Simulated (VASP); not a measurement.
Input of a VASP 6.6.1 run:

File POSCAR:

```
SiC
1.0
    0.0000000000      2.1781449855      2.1781449855
    2.1781449855      0.0000000000      2.1781449855
    2.1781449855      2.1781449855      0.0000000000
Si C
1 1
Direct
    0.0000000000      0.0000000000      0.0000000000
    0.7844329696      0.7844329696      0.6181758853
```

File INCAR.step1:

```
ALGO     = Normal         # electronic algorithm
EDIFF    = 1E-4           # SCF threshold, eV
ENCUT    = 520            # plane-wave cutoff, eV
GGA      = PE             # functional
ISMEAR   = 0              # smearing method
LASPH    = True           # aspherical terms in the spheres
LCHARG   = False          # write CHGCAR
LREAL    = False          # projectors in reciprocal space
LWAVE    = True           # write WAVECAR
NBANDS   = 11             # bands
NELM     = 80             # most SCF steps
PREC     = Accurate       # precision mode
SIGMA    = 0.05           # smearing width, eV
```

Contents of INCAR.step2:

```
ALGO     = Normal         # electronic algorithm
EDIFF    = 1E-7           # SCF threshold, eV
ENCUT    = 520            # plane-wave cutoff, eV
ISIF     = 2              # what is computed and relaxed
ISMEAR   = 0              # smearing method
ISTART   = 1            
LASPH    = True           # aspherical terms in the spheres
LCHARG   = False          # write CHGCAR
LMIXTAU  = True         
LREAL    = False          # projectors in reciprocal space
LWAVE    = False          # write WAVECAR
METAGGA  = R2SCAN         # meta-GGA
NBANDS   = 11             # bands
NELM     = 80             # most SCF steps
PREC     = Accurate       # precision mode
SIGMA    = 0.05           # smearing width, eV
```

KPOINTS

```
k-points
0
Gamma
  10 10 10
```

Potentials or basis: VASP PAW PBE potentials, release 64 (Si, C).

The run is started by

```console
$ cat potpaw_PBE.64/Si/POTCAR potpaw_PBE.64/C/POTCAR > POTCAR
$ cp INCAR.step1 INCAR
$ mpirun -np 1 vasp_std > vasp.out
$ cp INCAR.step2 INCAR
$ mpirun -np 1 vasp_std > vasp.out
```

Problem. Predict the pressure.

Solution. 21.8 GPa.

Problem. What does it give for the largest force?

Solution. 12.463 eV/Å.

Stress tensor (GPa, compression positive):
```
 19.85  27.92 -29.39
 27.92  19.85 -29.39
-29.39 -29.39  25.63
```

Caveat: the cell differs from its parent crystal (atom 2 (C) moved by (-0.300, +0.150) A along [1 1 0] and z); the stress differs along the axes, from 20 to 26 GPa; the PAW data sets were made with another functional, which shifts forces and pressure a little.
